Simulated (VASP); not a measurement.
# SiW12 in VASP: single point with PBE

Aim: the single point of SiW12 with PBE.

All numbers are computed with VASP 6.6.1; they aren't measurements. Logs are shortened: lines on timing, memory, paths and dates and some standing lists are left out, and cuts for length are marked.

**1. The cell of the first run**

The cell holds a slab with vacuum, 13 atoms: a = 5.709 Å, b = 5.709 Å, c = 19.445 Å, α = 90.00°, β = 90.00°, γ = 90.00°.

**2. Single point, PBE**

File INCAR:

```
SYSTEM = SiW12
PREC = Accurate
ENCUT = 520
EDIFF = 1E-7
ISMEAR = 0
SIGMA = 0.1
LREAL = .False.
LASPH = .True.
NELM = 100
ALGO = Normal
ISIF = 2
LWAVE = .False.
LCHARG = .False.
LDIPOL = .True.
IDIPOL = 3
DIPOL = 0.5 0.5 0.323
GGA = PE
NBANDS = 98
```

File KPOINTS:

```
regular mesh
0
Gamma
  5 5 1
  0 0 0
```

File POSCAR:

```
SiW12
1.0
    5.7094426449      0.0000000000      0.0000000000
    0.0000000000      5.7094426449      0.0000000000
    0.0000000000      0.0000000000     19.4446428585
W Si
12 1
Direct
    0.2500000000      0.2500000000      0.2057121866
    0.2500000000      0.7500000000      0.2057121866
    0.7500000000      0.2500000000      0.2057121866
    0.7500000000      0.7500000000      0.2057121866
    0.0000000000      0.0000000000      0.3071173000
    0.0000000000      0.5000000000      0.3071173000
    0.5000000000      0.0000000000      0.3071173000
    0.5000000000      0.5000000000      0.3071173000
    0.2500000000      0.2500000000      0.4085774635
    0.2500000000      0.7500000000      0.4085774635
    0.7500000000      0.2500000000      0.4085774635
    0.7500000000      0.7500000000      0.4085774635
    0.2500000000      0.5000000000      0.5106610886
```

Potentials or basis: VASP PAW PBE potentials, release 64 (W_sv, Si).

Command:

```console
cat potpaw_PBE.64/W_sv/POTCAR potpaw_PBE.64/Si/POTCAR > POTCAR
mpirun -np 1 vasp_std > vasp.out
```

OUTCAR:

```text
SYSTEM = SiW12
   PREC = Accurate
   ENCUT = 520
   EDIFF = 1E-7
   ISMEAR = 0
   LREAL = .False.
   LASPH = .True.
   NELM = 100
   ISIF = 2
   GGA = PE

 ion  position               nearest neighbor table
   1  0.250  0.250  0.206-   5 2.82   6 2.82   7 2.82   8 2.82   2 2.85   3 2.85   2 2.85   3 2.85

   2  0.250  0.750  0.206-   5 2.82   6 2.82   7 2.82   8 2.82   1 2.85   4 2.85   1 2.85   4 2.85

   3  0.750  0.250  0.206-   5 2.82   6 2.82   7 2.82   8 2.82   1 2.85   4 2.85   4 2.85   1 2.85
[... 4 lines left out ...]
                             6 2.85   7 2.85   6 2.85   7 2.85
   6  0.000  0.500  0.307-   1 2.82   2 2.82   3 2.82   4 2.82   9 2.82  10 2.82  11 2.82  12 2.82
                             5 2.85   8 2.85   5 2.85   8 2.85
   7  0.500  0.000  0.307-   1 2.82   2 2.82   3 2.82   4 2.82   9 2.82  10 2.82  11 2.82  12 2.82
                             5 2.85   8 2.85   8 2.85   5 2.85
   8  0.500  0.500  0.307-   1 2.82   2 2.82   3 2.82   4 2.82   9 2.82  10 2.82  11 2.82  12 2.82
                             6 2.85   7 2.85   7 2.85   6 2.85
   9  0.250  0.250  0.409-  13 2.44   6 2.82   7 2.82   8 2.82   5 2.82  11 2.85  10 2.85  10 2.85
                            11 2.85
  10  0.250  0.750  0.409-  13 2.44   6 2.82   7 2.82   8 2.82   5 2.82  12 2.85   9 2.85   9 2.85
                            12 2.85
  11  0.750  0.250  0.409-   5 2.82   6 2.82   7 2.82   8 2.82   9 2.85  12 2.85  12 2.85   9 2.85

  12  0.750  0.750  0.409-   5 2.82   6 2.82   7 2.82   8 2.82  10 2.85  11 2.85  11 2.85  10 2.85

  13  0.250  0.500  0.511-   9 2.44  10 2.44

  LATTYP: Found a simple tetragonal cell.
 ALAT       =     5.7094426449
 C/A-ratio  =     3.4056989566

  Lattice vectors:

 A1 = (   5.7094426449,   0.0000000000,   0.0000000000)
 A2 = (   0.0000000000,   5.7094426449,   0.0000000000)
 A3 = (   0.0000000000,   0.0000000000,  19.4446428585)

Analysis of symmetry for initial positions (statically):
=====================================================================
 Subroutine PRICEL returns:
 Original cell was already a primitive cell.

 Routine SETGRP: Setting up the symmetry group for a
 simple tetragonal supercell.

 Subroutine GETGRP returns: Found  4 space group operations
 (whereof  2 operations were pure point group operations)
 out of a pool of 16 trial point group operations.

The static configuration has the point symmetry C_1h.
 The point group associated with its full space group is C_2v.

Analysis of symmetry for dynamics (positions and initial velocities):
=====================================================================
 Subroutine PRICEL returns:
 Original cell was already a primitive cell.

 Routine SETGRP: Setting up the symmetry group for a
 simple tetragonal supercell.
[... 136 lines left out ...]
   LORBIT       =      0    0 simple, 1 ext, 2 COOP (PROOUT), +10 PAW based schemes
   GGA     = PE    functional components
   LHFCALC =     F    Hartree Fock is set to
   AEXX    =    0.0000 exact exchange contribution
   IVDW    =     0    specifies the selected vdW correction
   LEPSILON=     F    determine dielectric tensor
   LRPA    =     F    only Hartree local field effects (RPA)
 non-spin polarized calculation
 Gauss-broadening in eV      SIGMA  =   0.10
  energy-cutoff  :      520.00
  volume of cell :      633.85
 maximum number of plane-waves:     17090
   NGX = 21   NGY = 21   NGZ = 73

 dipolmoment           0.000000      0.000000     -0.036236 electrons x Angstroem

 number of electron     172.0000023 magnetization

 dipolmoment           0.000000      0.000000      0.056177 electrons x Angstroem

 Free energy of the ion-electron system (eV)
  ---------------------------------------------------
  ext. energy  EPLUGINS =         0.00000000
  ---------------------------------------------------
  free energy    TOTEN  =      -141.74613739 eV

  energy without entropy =     -141.62338052  energy(sigma->0) =     -141.68475896

 E-fermi :   0.4498     XC(G=0):  -5.6339

 val. band max:        0.4360805735   @ k =   0.4000   0.4000   0.0000
 cond. band min:       0.4605326963   @ k =   0.4000   0.2000   0.0000
 fundamental gap:      0.0244521228
 Fermi energy:         0.4497729218

 k-point     1 :       0.0000    0.0000    0.0000
  band No.  band energies     occupation
      1     -73.4134      2.00000
      2     -73.3742      2.00000
      3     -73.3690      2.00000
      4     -73.3264      2.00000
      5     -73.3232      2.00000
      6     -73.2886      2.00000
[... 898 lines left out ...]
     97       1.4053      0.00000
     98       1.6857      0.00000

------------------------ aborting loop because EDIFF is reached ----------------------------------------

 vacuum level on the upper side and lower side of the slab       (xc-potential included)         0.023        -0.250

  FORCE on cell =-STRESS in cart. coord.  units (eV):
  Direction    XX          YY          ZZ          XY          YZ          ZX
  --------------------------------------------------------------------------------------
  -------------------------------------------------------------------------------------
  Total      -26.7905022    -22.7590911      2.8830941      0.0000000      0.0000000      0.0000000
  in kB      -67.7179867    -57.5278438      7.2875577      0.0000000      0.0000000      0.0000000
  external PRESSURE =     -39.3194243 kB  Pullay stress =       0.0000000 kB

 VOLUME and BASIS-vectors are now :
 -----------------------------------------------------------------------------
  energy-cutoff  :      520.00
  volume of cell :      633.85
      direct lattice vectors                 reciprocal lattice vectors
     5.709442645  0.000000000  0.000000000     0.175148445  0.000000000  0.000000000
     0.000000000  5.709442645  0.000000000     0.000000000  0.175148445  0.000000000
     0.000000000  0.000000000 19.444642858     0.000000000  0.000000000  0.051428047

 POSITION                                       TOTAL-FORCE (eV/Angst)
 -----------------------------------------------------------------------------------
      1.42736      1.42736      4.00000         0.000000     -0.121183      0.038109
      1.42736      4.28208      4.00000         0.000000      0.121183      0.038109
      4.28208      1.42736      4.00000         0.000000      0.004565     -0.144938
      4.28208      4.28208      4.00000         0.000000     -0.004565     -0.144938
      0.00000      0.00000      5.97179        -0.111015     -0.000000     -0.300979
      0.00000      2.85472      5.97179        -0.209606     -0.000000     -0.246210
      2.85472      0.00000      5.97179         0.111015     -0.000000     -0.300979
      2.85472      2.85472      5.97179         0.209606     -0.000000     -0.246210
      1.42736      1.42736      7.94464         0.000000     -0.406513      0.323192
      1.42736      4.28208      7.94464         0.000000      0.406513      0.323192
      4.28208      1.42736      7.94464         0.000000      0.287577      0.324067
      4.28208      4.28208      7.94464         0.000000     -0.287577      0.324067
      1.42736      2.85472      9.92962         0.000000     -0.000000      0.013520
 -----------------------------------------------------------------------------------
    total drift:                                0.000000      0.000000      0.000561

  FREE ENERGIE OF THE ION-ELECTRON SYSTEM (eV)
  ---------------------------------------------------
  free  energy   TOTEN  =      -141.7461373912 eV

  energy  without entropy=     -141.6233805245  energy(sigma->0) =     -141.68475896

 vacuum level on the upper side and lower side of the slab         5.264         4.978
```

OSZICAR:

```text
N       E                     dE             d eps       ncg     rms          rms(c)
DAV:   1     0.210082005988E+04    0.21008E+04   -0.10574E+05  2260   0.164E+03
DAV:   2    -0.479149497549E+02   -0.21487E+04   -0.21163E+04  1974   0.507E+02
DAV:   3    -0.146622391030E+03   -0.98707E+02   -0.94164E+02  2160   0.104E+02
[... 27 lines left out ...]
DAV:  31    -0.141746134765E+03   -0.39035E-05   -0.21038E-07  1320   0.180E-03    0.112E-03
DAV:  32    -0.141746136391E+03   -0.16266E-05   -0.74057E-08  1208   0.900E-04    0.626E-04
DAV:  33    -0.141746136846E+03   -0.45489E-06   -0.34735E-08  1128   0.720E-04    0.454E-04
DAV:  34    -0.141746137301E+03   -0.45506E-06   -0.77643E-08  1176   0.958E-04    0.316E-04
DAV:  35    -0.141746137391E+03   -0.89727E-07   -0.18113E-08  1096   0.555E-04
   1 F= -.14174614E+03 E0= -.14168476E+03  d E =-.122757E+00
```

stdout:

```text
POSCAR found type information on POSCAR W Si
 POSCAR found :  2 types and      13 ions
 scaLAPACK will be used
 LDA part: xc-table for (Slater+PW92), standard interpolation
 POSCAR, INCAR and KPOINTS ok, starting setup
 FFT: planning ... GRIDC
 FFT: planning ... GRID_SOFT
 FFT: planning ... GRID
 WAVECAR not read
 entering main loop
```

It took 51 min on 1 thread of Intel Xeon 8259CL, shared host; peak memory 0.82 GiB.

What came out:

```
Free energy            : -141.7461 eV
Largest force          : 0.519 eV/Å
Band gap on the k mesh : zero (bands 86 and 87 overlap by 0.18 eV)
```

Forces on the atoms (eV/Å):
```
W    0.000 -0.121  0.038
W    0.000  0.121  0.038
W    0.000  0.005 -0.145
W    0.000 -0.005 -0.145
W   -0.111  0.000 -0.301
W   -0.210  0.000 -0.246
W    0.111  0.000 -0.301
W    0.210  0.000 -0.246
W    0.000 -0.407  0.323
W    0.000  0.407  0.323
W    0.000  0.288  0.324
W    0.000 -0.288  0.324
Si   0.000  0.000  0.014
```

Caveat: spin-orbit coupling is left out, which moves the levels of the heavy elements.

The gap in the log of VASP goes by the Fermi energy; the results here count the filled bands.